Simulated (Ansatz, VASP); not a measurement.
## W in VASP and in Ansatz

Contents of POSCAR:

```
W
1.0
   -1.4114188381      1.4114188381      1.9957462371
    1.4114188381     -1.4114188381      1.9957462371
    1.4114188381      1.4114188381     -1.9957462371
W
1
Direct
    0.0000000000      0.0000000000      0.0000000000
```

The input INCAR.step1:

```
SYSTEM = W
ALGO = Normal ; EDIFF = 1E-4
ENCUT = 520 ; GGA = PE
ISMEAR = 0 ; LASPH = .TRUE.
LCHARG = .FALSE. ; LREAL = .FALSE.
LUSENCCL = .FALSE. ; LWAVE = .TRUE.
NBANDS = 13 ; NELM = 80
PREC = Accurate ; SIGMA = 0.15
```

The input INCAR.step2:

```
SYSTEM = W
ALGO = Normal ; EDIFF = 1E-7
ENCUT = 520 ; ISIF = 2
ISMEAR = 0 ; ISTART = 1
LASPH = .TRUE. ; LCHARG = .FALSE.
LMIXTAU = .TRUE. ; LREAL = .FALSE.
LUSENCCL = .FALSE. ; LWAVE = .FALSE.
METAGGA = R2SCAN ; NBANDS = 13
NELM = 80 ; PREC = Accurate
SIGMA = 0.15
```

Contents of KPOINTS:

```
k-points
0
G
  30 30 30
  0 0 0
```

Input for Ansatz:

```yaml
crystal:
  lattice:
    - [-1.4114188381, 1.4114188381, 1.9957462371]
    - [1.4114188381, -1.4114188381, 1.9957462371]
    - [1.4114188381, 1.4114188381, -1.9957462371]
  atoms:
    - { symbol: W, position: [0.0, 0.0, 0.0] }
basis:
  ecutwfc: 500
kpoints:
  mp_grid: { grid: [30, 30, 30] }
hamiltonian:
  xc: r2scan
scf:
  occupations: { method: gaussian, width: 0.15 }
output:
  forces: true
  stress: true
  eigenvalues: true
```

Alike in both runs: task single point; functional r2SCAN; k mesh 30 × 30 × 30; occupations gaussian, width 0.15 eV; no spin polarisation.

|  | VASP | Ansatz |
| --- | --- | --- |
| version | VASP 6.6.1 | Ansatz 0.2.0 |
| potentials or method | VASP PAW PBE potentials, release 64 (W_sv), cutoff 520 eV | scalar-relativistic, plane waves, PAW |
| valence electrons in the cell | 14 | 14 |

Ansatz gave:

* gap on the k mesh at the Fermi level (eV): none
* pressure (GPa): 5.8

Problem. Estimate VASP's values.

Solution. gap on the k mesh at the Fermi level (eV): none; pressure (GPa): 7.1.

VASP's potentials were made for PBE, not for r2SCAN. A gap of «none» marks a metal or a gap that the smearing closes. With one functional, cell and mesh, what is left measures potentials, basis and numerics.

Spin-orbit coupling is off throughout.
